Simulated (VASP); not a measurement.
# SnO (P4/nmm) in VASP: a series of runs

Runs on SnO. Level: r2SCAN+rVV10. Tasks: single point.

Program: VASP 6.6.1. These are calculated values, not measurements. Logs are shortened: lines on timing, memory, paths and dates and some standing lists are left out, and cuts for length are marked.

### Step 1. The cell of the first run

The structure is tetragonal, space group P4/nmm (No. 129). Conventional cell: a = 3.762 Å, b = 3.762 Å, c = 4.821 Å, α = 90.00°, β = 90.00°, γ = 90.00°. Within 2.9 Å of Sn (site symmetry 4mm) lie 4 O at 2.20 Å. Within 2.9 Å of O (site symmetry -4m2) lie 4 Sn at 2.20 Å and 4 O at 2.66 Å.

### Step 2. Single point, r2SCAN+rVV10

Contents of POSCAR:

```
SnO
1.0
    3.7621524798      0.0000000000      0.0000000000
    0.0000000000      3.7621524798      0.0000000000
    0.0000000000      0.0000000000      4.8208658347
Sn O
2 2
Direct
    0.5000000000      0.0000000000      0.7646261400
    0.0000000000      0.5000000000      0.2353738600
    0.0000000000      0.0000000000      0.0000000000
    0.5000000000      0.5000000000      0.0000000000
```

Contents of INCAR.step1:

```
SYSTEM = SnO
ALGO = Normal
EDIFF = 1E-5
ENCUT = 660
GGA = PE
GGA_COMPAT = .False.
ISMEAR = -1
LASPH = .True.
LCHARG = .False.
LREAL = .False.
LWAVE = .True.
NBANDS = 28
NELM = 120
PREC = Accurate
SIGMA = 0.05
```

Contents of INCAR.step2:

```
SYSTEM = SnO
ALGO = Normal
BPARAM = 11.95
CPARAM = 0.0093
EDIFF = 1E-6
ENCUT = 660
GGA_COMPAT = .False.
ISIF = 2
ISMEAR = -1
ISTART = 1
IVDW_NL = 2
LASPH = .True.
LCHARG = .False.
LMIXTAU = .True.
LREAL = .False.
LUSE_VDW = .True.
LWAVE = .False.
METAGGA = R2SCAN
NBANDS = 28
NELM = 120
PREC = Accurate
SIGMA = 0.05
```

Contents of KPOINTS:

```
k-points
0
Gamma
  7 7 6
  0 0 0
```

Potentials or basis: VASP PAW PBE potentials, release 64 (Sn_d, O).

Run with:

```bash
> cat potpaw_PBE.64/Sn_d/POTCAR potpaw_PBE.64/O/POTCAR > POTCAR
> cp INCAR.step1 INCAR
> mpirun -np 1 vasp_std > vasp.out
> cp INCAR.step2 INCAR
> mpirun -np 1 vasp_std > vasp.out
```

OUTCAR:

```text
SYSTEM = SnO
   BPARAM = 11.95
   EDIFF = 1E-6
   ENCUT = 660
   ISIF = 2
   ISMEAR = -1
   ISTART = 1
   IVDW_NL = 2
   LASPH = .True.
   LREAL = .False.
   METAGGA = R2SCAN
   NELM = 120
   PREC = Accurate

 ion  position               nearest neighbor table
   1  0.500  0.000  0.765-   3 2.20   4 2.20   4 2.20   3 2.20   2 3.50   2 3.50   2 3.50   2 3.50
                             2 3.69   2 3.69   2 3.69   2 3.69
   2  0.000  0.500  0.235-   3 2.20   4 2.20   3 2.20   4 2.20   1 3.50   1 3.50   1 3.50   1 3.50
                             1 3.69   1 3.69   1 3.69   1 3.69
   3  0.000  0.000  0.000-   1 2.20   2 2.20   2 2.20   1 2.20
   4  0.500  0.500  0.000-   1 2.20   2 2.20   1 2.20   2 2.20

  LATTYP: Found a simple tetragonal cell.
 ALAT       =     3.7621524798
 C/A-ratio  =     1.2814116016

  Lattice vectors:

 A1 = (   3.7621524798,   0.0000000000,   0.0000000000)
 A2 = (   0.0000000000,   3.7621524798,   0.0000000000)
 A3 = (   0.0000000000,   0.0000000000,   4.8208658347)

Analysis of symmetry for initial positions (statically):
=====================================================================
 Subroutine PRICEL returns:
 Original cell was already a primitive cell.

 Routine SETGRP: Setting up the symmetry group for a
 simple tetragonal supercell.

 Subroutine GETGRP returns: Found 16 space group operations
 (whereof  8 operations were pure point group operations)
 out of a pool of 16 trial point group operations.

The static configuration has the point symmetry D_2d.
 The point group associated with its full space group is D_4h.

Analysis of symmetry for dynamics (positions and initial velocities):
=====================================================================
 Subroutine PRICEL returns:
 Original cell was already a primitive cell.

 Routine SETGRP: Setting up the symmetry group for a
 simple tetragonal supercell.

 Subroutine GETGRP returns: Found 16 space group operations
 (whereof  8 operations were pure point group operations)
 out of a pool of 16 trial point group operations.

The dynamic configuration has the point symmetry D_2d.
 The point group associated with its full space group is D_4h.

 Subroutine INISYM returns: Found 16 space group operations
 (whereof  8 operations are pure point group operations),
 and found     1 'primitive' translations

----------------------------------------------------------------------------------------

                                     Primitive cell

[... 95 lines left out ...]
   LREAL  =      F    real-space projection
   EDIFFG = 0.1E-04   stopping-criterion for IOM
   NSW    =      0    number of steps for IOM
   IBRION =     -1    ionic relax: 0-MD 1-quasi-New 2-CG
   NFREE  =      0    steps in history (QN), initial steepest desc. (CG)
   ISIF   =      2    stress and relaxation
   ISYM   =      2    0-nonsym 1-usesym 2-fastsym
   POTIM  = 0.5000    time-step for ionic-motion
   TEBEG  =    0.0;   TEEND  =   0.0 temperature during run
   PSTRESS=    0.0 pullay stress
   NELECT =      40.0000    total number of electrons
   NUPDOWN=      -1.0000    fix difference up-down
   EMIN   =  10.00;   EMAX   =-10.00  energy-range for DOS
   EFERMI =   0.00;   METHOD = LEGACY
   ISMEAR =    -1;   SIGMA  =   0.05  broadening in eV -4-tet -1-fermi 0-gaus
   EFERMI_NEDOS =   21; number of points for ismear=-14 and -15
   IALGO  =     38    algorithm
   IMIX   =      4    mixing-type and parameters
     AMIX     =   0.40;   BMIX     =  1.00
     AMIX_MAG =   1.60;   BMIX_MAG =  1.00
  volume/ion in A,a.u.               =      17.06       115.12
  Fermi-wavevector in a.u.,A,eV,Ry     =   1.370131  2.589173 25.541673  1.877260
  Thomas-Fermi vector in A             =   2.495945
   LORBIT       =      0    0 simple, 1 ext, 2 COOP (PROOUT), +10 PAW based schemes
   METAGGA = R2SCAN    functional components
   LHFCALC =     F    Hartree Fock is set to
   AEXX    =    0.0000 exact exchange contribution
   IVDW_NL    =     2    kernel type
   BPARAM     =11.9500
   IVDW    =     0    specifies the selected vdW correction
   LEPSILON=     F    determine dielectric tensor
   LRPA    =     F    only Hartree local field effects (RPA)
 non-spin polarized calculation
  energy-cutoff  :      660.00
  volume of cell :       68.23
 maximum number of plane-waves:      2650
 NGX is ok and might be reduce to    32
   NGX = 15   NGY = 15   NGZ = 21

 number of electron      40.0000011 magnetization

 Free energy of the ion-electron system (eV)
  ---------------------------------------------------
  ext. energy  EPLUGINS =         0.00000000
  ---------------------------------------------------
  free energy    TOTEN  =       -65.81497181 eV

  energy without entropy =      -65.81457329  energy(sigma->0) =      -65.81477255

 E-fermi :   7.7461     XC(G=0): -11.1294

 val. band max:        7.6137080926   @ k =   0.0000   0.0000   0.0000
 cond. band min:       7.9161052149   @ k =   0.4286   0.4286   0.0000
 fundamental gap:      0.3023971223
 Fermi energy:         7.7460523219

 k-point     1 :       0.0000    0.0000    0.0000
  band No.  band energies     occupation
      1     -15.5893      2.00000
      2     -14.9207      2.00000
      3     -14.9095      2.00000
      4     -14.9095      2.00000
      5     -14.8600      2.00000
      6     -14.8464      2.00000
[... 733 lines left out ...]
     27      16.8531      0.00000
     28      17.7160      0.00000

 [... further k-points ...]

------------------------ aborting loop because EDIFF is reached ----------------------------------------

  FORCE on cell =-STRESS in cart. coord.  units (eV):
  Direction    XX          YY          ZZ          XY          YZ          ZX
  --------------------------------------------------------------------------------------
  -------------------------------------------------------------------------------------
  Total        1.5689694      1.5689694      1.1146943      0.0000000     -0.0000000      0.0000000
  in kB       36.8406451     36.8406451     26.1739052      0.0000000     -0.0000000      0.0000000
  external PRESSURE =      33.2850651 kB  Pullay stress =       0.0000000 kB

 VOLUME and BASIS-vectors are now :
 -----------------------------------------------------------------------------
  energy-cutoff  :      660.00
  volume of cell :       68.23
      direct lattice vectors                 reciprocal lattice vectors
     3.762152480  0.000000000  0.000000000     0.265805282  0.000000000  0.000000000
     0.000000000  3.762152480  0.000000000     0.000000000  0.265805282  0.000000000
     0.000000000  0.000000000  4.820865835     0.000000000  0.000000000  0.207431618

 POSITION                                       TOTAL-FORCE (eV/Angst)
 -----------------------------------------------------------------------------------
      1.88108      0.00000      3.68616         0.000000      0.000000     -0.652023
      0.00000      1.88108      1.13471        -0.000000      0.000000      0.652023
      0.00000      0.00000      0.00000         0.000000      0.000000     -0.000000
      1.88108      1.88108      0.00000         0.000000     -0.000000     -0.000000
 -----------------------------------------------------------------------------------
    total drift:                                0.000000     -0.000000      0.000000

  FREE ENERGIE OF THE ION-ELECTRON SYSTEM (eV)
  ---------------------------------------------------
  free  energy   TOTEN  =       -65.8149718132 eV

  energy  without entropy=      -65.8145732889  energy(sigma->0) =      -65.81477255
```

OSZICAR.step1:

```text
N       E                     dE             d eps       ncg     rms          rms(c)
DAV:   1     0.452031985139E+03    0.45203E+03   -0.22842E+04  2296   0.253E+03
DAV:   2     0.448617785581E+02   -0.40717E+03   -0.39115E+03  2304   0.596E+02
DAV:   3    -0.226506702570E+02   -0.67512E+02   -0.65968E+02  2540   0.194E+02
DAV:   4    -0.261452693879E+02   -0.34946E+01   -0.34690E+01  2568   0.455E+01
DAV:   5    -0.262272066685E+02   -0.81937E-01   -0.81913E-01  2416   0.758E+00    0.117E+01
DAV:   6    -0.225827885110E+02    0.36444E+01   -0.15827E+01  3596   0.439E+01    0.481E+00
DAV:   7    -0.226038505992E+02   -0.21062E-01   -0.18916E+00  2680   0.849E+00    0.249E+00
DAV:   8    -0.225924749646E+02    0.11376E-01   -0.26936E-01  3100   0.383E+00    0.813E-01
DAV:   9    -0.225844080218E+02    0.80669E-02   -0.48306E-02  3428   0.247E+00    0.228E-01
DAV:  10    -0.225855311293E+02   -0.11231E-02   -0.63408E-03  2940   0.715E-01    0.112E-01
DAV:  11    -0.225853673272E+02    0.16380E-03   -0.13100E-03  3404   0.370E-01    0.235E-02
DAV:  12    -0.225854010195E+02   -0.33692E-04   -0.23087E-04  2308   0.855E-02    0.355E-02
DAV:  13    -0.225853882909E+02    0.12729E-04   -0.51224E-05  2524   0.765E-02    0.271E-03
DAV:  14    -0.225853884773E+02   -0.18640E-06   -0.55097E-06  1144   0.150E-02
   1 F= -.22585388E+02 E0= -.22584958E+02  d E =-.861172E-03
```

Wall time 5.7 min (1 thread of AMD EPYC 9R45 (Zen 5), shared host); peak memory 0.38 GiB.

What came out:

| Property | Result |
| --- | --- |
| Free energy | -65.8150 eV |
| Pressure | 3.3 GPa |
| Largest force | 0.652 eV/Å |
| Band gap on the k mesh | 0.30 eV (least direct gap 2.31 eV) |

Forces in eV/Å, atoms in the order of the input:
```
Sn   0.000  0.000 -0.652
Sn   0.000  0.000  0.652
O    0.000  0.000  0.000
O    0.000  0.000  0.000
```

Levels at points of the mesh, in eV from the valence-band top:
| k point | band 18 | band 19 | band 20 | band 21 | band 22 | band 23 |
| --- | --- | --- | --- | --- | --- | --- |
| (0.00, 0.00, 0.00) | -3.89 | -3.89 | 0.00 | 2.40 | 4.41 | 4.89 |
| (0.00, 0.00, 0.50) | -3.90 | -3.08 | -2.77 | 1.87 | 3.07 | 3.07 |

Caveat: the cell stands under pressure; the PAW data sets were made with another functional, which shifts forces and pressure a little; spin-orbit coupling is left out, which moves the levels of the heavy elements; an odd mesh through Γ misses points on the zone boundary, where band edges can lie.

(Continued in part 2 of 3.)
